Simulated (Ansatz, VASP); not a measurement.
## Two plane-wave programs on Sn5H

```xyz
6
Lattice="2.7703 1.5995 5.5052 -2.7703 1.5995 5.5052 0.0000 -3.1989 5.5052" Properties=species:S:1:pos:R:3 pbc="T T T"
Sn    0.0000    0.0000    0.0000
Sn    0.0000    0.0000   13.5265
Sn    0.0000    0.0000    2.9892
Sn    0.0000    0.0000   10.2584
Sn    0.0000    0.0000    6.2572
H     0.0000    0.0000    8.2578
```

Alike in both runs: functional PBE; k mesh 3 × 3 × 3; occupations gaussian, width 0.2 eV; no spin polarisation.

Ansatz relaxed the structure, and its values are those at the end. VASP's run is a single point on that final structure, the one shown.

```csv
,VASP,Ansatz
version,VASP 6.6.1,Ansatz 0.2.0
potentials or method,"VASP PAW PBE potentials, release 64 (Sn_d, H), cutoff 520 eV","scalar-relativistic, plane waves, PAW"
valence electrons in the cell,71,71
```

Ansatz gave:

```
gap on the k mesh at the Fermi level (eV) : none
pressure (GPa)                            : 0.2
rms of the force components (eV/Å)        : 0.025
```

Task: Estimate VASP's values.

Result: gap on the k mesh at the Fermi level (eV): none; pressure (GPa): 0.1; rms of the force components (eV/Å): 0.025.

A gap of «none» marks a metal or a gap that the smearing closes.

The k mesh is coarse, so the values compare programs but aren't converged.
